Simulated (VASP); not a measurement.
Here is a VASP 6.6.1 calculation.

POSCAR

```
NaI
1.0
    4.0805445036      0.0000000000      0.0000000000
    0.0000000000      4.0805445036      0.0000000000
    0.0000000000      0.0000000000      4.0805445036
Na I
1 1
Direct
    0.0000000000      0.0000000000      0.0000000000
    0.5000000000      0.5000000000      0.5000000000
```

File INCAR.step1:

```
  ALGO = Normal
  EDIFF = 1E-4
  ENCUT = 520
  GGA = PE
  ISMEAR = 0
  LASPH = T
  LCHARG = F
  LREAL = F
  LWAVE = T
  NBANDS = 14
  NELM = 60
  PREC = Accurate
  SIGMA = 0.01
```

The input INCAR.step2:

```
  ALGO = Normal
  EDIFF = 1E-6
  ENCUT = 520
  ISIF = 2
  ISMEAR = 0
  ISTART = 1
  LASPH = T
  LCHARG = F
  LMIXTAU = T
  LREAL = F
  LWAVE = F
  METAGGA = R2SCAN
  NBANDS = 14
  NELM = 60
  PREC = Accurate
  SIGMA = 0.01
```

The input KPOINTS:

```
k-points
0
Gamma
  6 6 6
```

Potentials or basis: VASP PAW PBE potentials, release 64 (Na_pv, I).

Launch:

```sh
$ cat potpaw_PBE.64/Na_pv/POTCAR potpaw_PBE.64/I/POTCAR > POTCAR
$ cp INCAR.step1 INCAR
$ mpirun -np 1 vasp_std > vasp.out
$ cp INCAR.step2 INCAR
$ mpirun -np 1 vasp_std > vasp.out
```

Question: What does it give for the band gap on the k mesh?

Answer: 3.02 eV, indirect (least direct gap 3.42 eV).

Question: Estimate the pressure.

Answer: -0.6 GPa.

Caveat: the PAW data sets were made with another functional, which shifts forces and pressure a little; spin-orbit coupling is left out, which moves the levels of the heavy elements. A k mesh can miss the band edges.
